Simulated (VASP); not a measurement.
Runs of VASP 6.6.1 on SnSe5. The structure is that of space group P6/mmm (No. 191), or close to it. The cells are those of the table. The cell was generated, and may not be a known phase.

```csv
task,cell,k mesh,cutoff (eV),gap on the mesh (eV),pressure (GPa),relaxed volume (Å³/atom)
single point,"a = 7.245, b = 7.245, c = 3.527 Å, angles 90.0, 90.0, 120.0°, 6 atoms",6 × 6 × 8,520,none,0.0,-
single point,"a = 7.215, b = 7.215, c = 3.550 Å, angles 90.0, 90.0, 120.0°, 6 atoms",6 × 6 × 10,520,none,0.0,-
single point,"a = 6.176, b = 6.176, c = 4.392 Å, angles 90.0, 90.0, 120.0°, 6 atoms",3 × 3 × 4,520,none,0.0,-
relaxation of cell and atoms,"relaxed from a = 7.245, b = 7.245, c = 3.527 Å, angles 90.0, 90.0, 120.0°, 6 atoms",6 × 6 × 10,600,none,0.0,(a)
relaxation of cell and atoms,"relaxed from a = 6.176, b = 6.176, c = 4.392 Å, angles 90.0, 90.0, 120.0°, 6 atoms",6 × 6 × 8,600,none,0.0,26.72
```

Alike in all rows: level PBE; potentials or basis VASP PAW PBE potentials, release 64 (Sn_d, Se); no spin polarisation; smearing gaussian 0.1 eV.

Question: Estimate the missing entries.

Answer: (a) 26.69.

Caveats: some runs use coarse meshes; spin-orbit coupling is left out, which moves the levels of the heavy elements; a cell axis changed by over 15 % at a fixed basis, so the end point is rough (at least some runs).

A k mesh can miss the band edges, and the runs leave out spin-orbit coupling on Se, Sn.

A gap of «none» marks levels without a gap at the run's occupations.
